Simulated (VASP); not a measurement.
# CuO (C2/c) in VASP: further runs, part 2 of 2

VASP 6.6.1. The steps go on from the part before.

### 3 Single point, PBE, collinear spin

INCAR

```
PREC = Accurate
ENCUT = 520
EDIFF = 1E-6
ISMEAR = -1
SIGMA = 0.05
LREAL = False
LASPH = True
NELM = 150
ALGO = Normal
ISIF = 2
LWAVE = False
LCHARG = True
ISPIN = 2
MAGMOM = 1 1 1 1 0 0 0 0
LORBIT = 11
LMAXMIX = 4
GGA = PE
LELF = True
LVHAR = True
NBANDS = 48
```

KPOINTS

```
Automatic mesh
0
Gamma
  4 7 4
```

POSCAR

```
CuO
1.0
    4.6791000000     -3.4805000000      0.0000000000
    2.3395500000      1.7402500000      0.0000000000
   -0.7652000000      0.0000000000      5.0607800000
Cu O
4 4
Direct
    0.0000000000      0.5000000000      0.0000000000
    0.5000000000      0.5000000000      0.0000000000
    0.2500000000      0.0000000000      0.5000000000
    0.7500000000      0.0000000000      0.5000000000
    0.2738500000      0.4523000000      0.2500000000
    0.7738500000      0.4523000000      0.2500000000
    0.2261500000      0.5477000000      0.7500000000
    0.7261500000      0.5477000000      0.7500000000
```

Potentials or basis: VASP PAW PBE potentials, release 64 (Cu, O).

Started as:

```console
cat potpaw_PBE.64/Cu/POTCAR potpaw_PBE.64/O/POTCAR > POTCAR
mpirun -np 1 vasp_std > vasp.out
```

OUTCAR:

```text
PREC = Accurate
   ENCUT = 520
   EDIFF = 1E-6
   ISMEAR = -1
   LREAL = False
   LASPH = True
   NELM = 150
   ISIF = 2
   ISPIN = 2
   LORBIT = 11
   GGA = PE

 ion  position               nearest neighbor table
   1  0.000  0.500  0.000-   5 1.91   8 1.91   7 1.99   6 1.99
   2  0.500  0.500  0.000-   6 1.91   7 1.91   5 1.99   8 1.99
   3  0.250  0.000  0.500-   7 1.91   5 1.91   7 1.99   5 1.99
   4  0.750  0.000  0.500-   8 1.91   6 1.91   8 1.99   6 1.99
   5  0.274  0.452  0.250-   3 1.91   1 1.91   2 1.99   3 1.99
   6  0.774  0.452  0.250-   4 1.91   2 1.91   1 1.99   4 1.99
   7  0.226  0.548  0.750-   3 1.91   2 1.91   1 1.99   3 1.99
   8  0.726  0.548  0.750-   4 1.91   1 1.91   2 1.99   4 1.99

  LATTYP: Found a triclinic cell.
 ALAT       =     5.5783996086
 B/A-ratio  =     2.1562182015
 C/A-ratio  =     0.5226970101
 COS(alpha) =     0.0008972560
 COS(beta)  =     0.4126348497
 COS(gamma) =     0.8080039080

  Lattice vectors:

 A1 = (  -1.5743500000,  -1.7402500000,  -5.0607800000)
 A2 = (   3.8699500000,  -5.2207500000, -10.1215600000)
 A3 = (  -2.3395500000,  -1.7402500000,   0.0000000000)

Analysis of symmetry for initial positions (statically):
=====================================================================
 Subroutine PRICEL returns following result:

  LATTYP: Found a base centered monoclinic cell.
 ALAT       =     4.6791000000
 B/A-ratio  =     0.7438396273
 C/A-ratio  =     1.0938648385
 COS(beta)  =    -0.1495026780
[... 12 lines left out ...]
 Subroutine GETGRP returns: Found  2 space group operations
 (whereof  2 operations were pure point group operations)
 out of a pool of  2 trial point group operations.

The static configuration has the point symmetry S_2 .

Analysis of symmetry for dynamics (positions and initial velocities):
=====================================================================
[... 220 lines left out ...]
      6      -1.7115      1.00000
[... 1165 lines left out ...]
     45      17.6225      0.00000
     46      18.6457      0.00000

 [... further k-points ...]

 spin component 2

 k-point     1 :       0.0000    0.0000    0.0000
  band No.  band energies     occupation
      1     -14.4067      1.00000
      2     -13.6770      1.00000
      3     -13.0293      1.00000
      4     -12.8152      1.00000
      5      -2.6625      1.00000
      6      -1.7115      1.00000
[... 1165 lines left out ...]
     45      17.6226      0.00000
     46      18.6458      0.00000

 [... further k-points ...]

 [bands above 46 left out]

------------------------ aborting loop because EDIFF is reached ----------------------------------------

  FORCE on cell =-STRESS in cart. coord.  units (eV):
  Direction    XX          YY          ZZ          XY          YZ          ZX
  --------------------------------------------------------------------------------------
  -------------------------------------------------------------------------------------
  Total        2.6715819      4.3981047      4.5480589      0.0095487      0.0028889      1.3132641
  in kB       51.9347034     85.4977574     88.4128189      0.1856240      0.0561600     25.5294357
  external PRESSURE =      75.2817599 kB  Pullay stress =       0.0000000 kB

 VOLUME and BASIS-vectors are now :
 -----------------------------------------------------------------------------
  energy-cutoff  :      520.00
  volume of cell :       82.42
      direct lattice vectors                 reciprocal lattice vectors
     4.679100000 -3.480500000  0.000000000     0.106858156 -0.143657520  0.016157166
     2.339550000  1.740250000  0.000000000     0.213716313  0.287315041  0.032314332
    -0.765200000  0.000000000  5.060780000     0.000000000  0.000000000  0.197597999

 POSITION                                       TOTAL-FORCE (eV/Angst)
 -----------------------------------------------------------------------------------
      1.16978      0.87013      0.00000         0.000000      0.000000      0.000000
      3.50933     -0.87013      0.00000         0.000000      0.000000      0.000000
      0.78717     -0.87013      2.53039         0.000000      0.000000      0.000000
      3.12672     -2.61038      2.53039         0.000000      0.000000      0.000000
      2.14825     -0.16602      1.26520         0.001757     -0.222338     -0.003052
      4.48780     -1.90627      1.26520         0.001757     -0.222338     -0.003052
      1.76565      0.16602      3.79558        -0.001757      0.222338      0.003052
      4.10520     -1.57423      3.79558        -0.001757      0.222338      0.003052
 -----------------------------------------------------------------------------------
    total drift:                               -0.000000     -0.000000      0.000000

  FREE ENERGIE OF THE ION-ELECTRON SYSTEM (eV)
  ---------------------------------------------------
  free  energy   TOTEN  =       -39.1466211011 eV

  energy  without entropy=      -39.1150835263  energy(sigma->0) =      -39.13085231

 total charge

# of ion       s       p       d       tot
------------------------------------------
    1        0.392   0.399   9.139   9.930
    2        0.392   0.399   9.139   9.930
    3        0.392   0.399   9.139   9.930
    4        0.392   0.399   9.139   9.930
    5        1.578   3.389   0.000   4.967
    6        1.578   3.389   0.000   4.967
    7        1.578   3.389   0.000   4.967
    8        1.578   3.389   0.000   4.967
--------------------------------------------------
tot          7.877  15.154  36.556  59.587

 magnetization (x)

# of ion       s       p       d       tot
------------------------------------------
    1        0.000   0.000  -0.000  -0.000
    2        0.000   0.000  -0.000  -0.000
    3       -0.000   0.000   0.000   0.000
    4       -0.000   0.000   0.000   0.000
    5        0.000  -0.000   0.000  -0.000
    6        0.000  -0.000   0.000  -0.000
    7        0.000  -0.000   0.000  -0.000
    8        0.000  -0.000   0.000  -0.000
--------------------------------------------------
tot          0.000   0.000   0.000   0.000
```

OSZICAR:

```text
N       E                     dE             d eps       ncg     rms          rms(c)
DAV:   1     0.800047276251E+03    0.80005E+03   -0.29887E+04 11648   0.225E+03
DAV:   2     0.106004392483E+03   -0.69404E+03   -0.63604E+03 11256   0.511E+02
DAV:   3    -0.404252330316E+02   -0.14643E+03   -0.13699E+03 12592   0.235E+02
DAV:   4    -0.514151215040E+02   -0.10990E+02   -0.10745E+02 16136   0.738E+01
DAV:   5    -0.515625402369E+02   -0.14742E+00   -0.14733E+00 15648   0.103E+01    0.259E+01
DAV:   6    -0.443065515481E+02    0.72560E+01   -0.80969E+01 16712   0.164E+02    0.224E+01
DAV:   7    -0.387932487397E+02    0.55133E+01   -0.20844E+01 14360   0.119E+02    0.456E+00
DAV:   8    -0.391520144871E+02   -0.35877E+00   -0.42749E+00 15088   0.119E+01    0.231E+00
DAV:   9    -0.391346546990E+02    0.17360E-01   -0.11837E-01 17800   0.652E+00    0.616E-01
DAV:  10    -0.391502223545E+02   -0.15568E-01   -0.57599E-02 17112   0.528E+00    0.780E-01
DAV:  11    -0.391461811428E+02    0.40412E-02   -0.27800E-02 15152   0.402E+00    0.226E-01
DAV:  12    -0.391463920722E+02   -0.21093E-03   -0.19333E-03 17264   0.627E-01    0.121E-01
DAV:  13    -0.391465910794E+02   -0.19901E-03   -0.53371E-04 17232   0.249E-01    0.313E-02
DAV:  14    -0.391466245235E+02   -0.33444E-04   -0.56840E-05 15176   0.112E-01    0.231E-02
DAV:  15    -0.391466207870E+02    0.37365E-05   -0.12989E-05 16104   0.346E-02    0.966E-03
DAV:  16    -0.391466211011E+02   -0.31410E-06   -0.43286E-06 12624   0.285E-02
   1 F= -.39146621E+02 E0= -.39130852E+02  d E =-.315376E-01  mag=     0.0008
```

It took 8.7 min on 1 thread of AMD EPYC 9R14 (Zen 4), shared host; peak memory 0.41 GiB.

What came out:

```yaml
Free_energy: -39.1466 eV
Pressure: 7.5 GPa
Largest_force: 0.222 eV/Å
Band_gap_on_the_k_mesh: zero (filled and empty bands overlap)
Net_moment: 0.00 μB per cell
Valence_electrons_inside_the_program's_atomic_spheres: Cu 9.93; O 4.97
```

Forces in eV/Å, atoms in the order of the input:
```
Cu   0.000  0.000  0.000
Cu   0.000  0.000  0.000
Cu   0.000  0.000  0.000
Cu   0.000  0.000  0.000
O    0.002 -0.222 -0.003
O    0.002 -0.222 -0.003
O   -0.002  0.222  0.003
O   -0.002  0.222  0.003
```

Stress tensor (GPa, compression positive):
```
5.19 0.02 2.55
0.02 8.55 0.01
2.55 0.01 8.84
```

Caveat: the cell stands under pressure; semilocal functionals often make such compounds metallic where correlation or magnetic order opens a gap, which also shifts bond lengths. With open d or f shells a metallic result of PBE can be an artefact of self-interaction; +U or a hybrid may open a gap.
